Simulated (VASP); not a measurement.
Set up this calculation in VASP 6.6.1, as the native input.

```
Task                   : relaxation of cell and atoms
Functional             : LDA
Potentials or basis    : VASP PAW LDA potentials, release 64 (Hf_pv)
Cutoff                 : 600 eV
k mesh                 : 11 × 10 × 10
Occupations            : fermi-dirac, width 0.05 eV
Spin                   : no spin polarisation
Dipole correction      : no
Further INCAR settings : ALGO = Fast; EDIFF = 1e-06; IBRION = 2; EDIFFG = -0.01; NSW = 60; ISIF = 3
```

The structure of Hf lies in POSCAR:

```
Hf
1.0
   -1.6949996300      1.6521226200      1.6409087300
    1.8764833500     -1.6515503200      1.8218201500
    1.9410572400      1.8976079200     -1.6403364300
Hf
1
Direct
    0.0000000000      0.0000000000      0.0000000000
```

The input as run:

INCAR

```
PREC     = Accurate       # precision mode
ENCUT    = 600            # plane-wave cutoff, eV
EDIFF    = 1E-6           # SCF threshold, eV
ISMEAR   = -1             # smearing method
SIGMA    = 0.05           # smearing width, eV
LREAL    = F              # projectors in reciprocal space
LASPH    = T              # aspherical terms in the spheres
NELM     = 80             # most SCF steps
ALGO     = Fast           # electronic algorithm
ISIF     = 3              # what is computed and relaxed
LWAVE    = F              # write WAVECAR
LCHARG   = F              # write CHGCAR
GGA      = CA             # functional
IBRION   = 2              # ionic algorithm
NSW      = 60             # ionic steps
EDIFFG   = -0.01          # ionic threshold
```

KPOINTS

```
regular mesh
0
Gamma
  11 10 10
```

Potentials or basis: VASP PAW LDA potentials, release 64 (Hf_pv).

Command:

```bash
$ cat potpaw_LDA.64/Hf_pv/POTCAR > POTCAR
$ mpirun -np 1 vasp_std > vasp.out
```

Results of the run:

```yaml
Relaxed_volume: 20.50 Å³/atom
Relaxed_cell: a = 3.013 Å, b = 3.005 Å, c = 2.996 Å, α = 104.47°, β = 105.57°, γ = 118.68°
Space_group_after_relaxing_to_0.05_Å: Immm (No. 71)
Energy_gained_by_relaxing: 217.6 meV/atom
Ionic_steps: 42
Pressure_after_relaxing: 0.0 GPa
Band_gap_on_the_k_mesh: zero (band 5 reaches 5.96 eV, above the bottom of band 6 at 4.54 eV)
```

Caveat: spin-orbit coupling is left out, which moves the levels of the heavy elements; the volume moved by -12 % from the deposited cell, more than functionals usually miss.

Wall time 14 min on 1 thread of Intel(R) Xeon(R) 6975P-C (Granite Rapids) (shared host), peak memory 0.34 GiB.
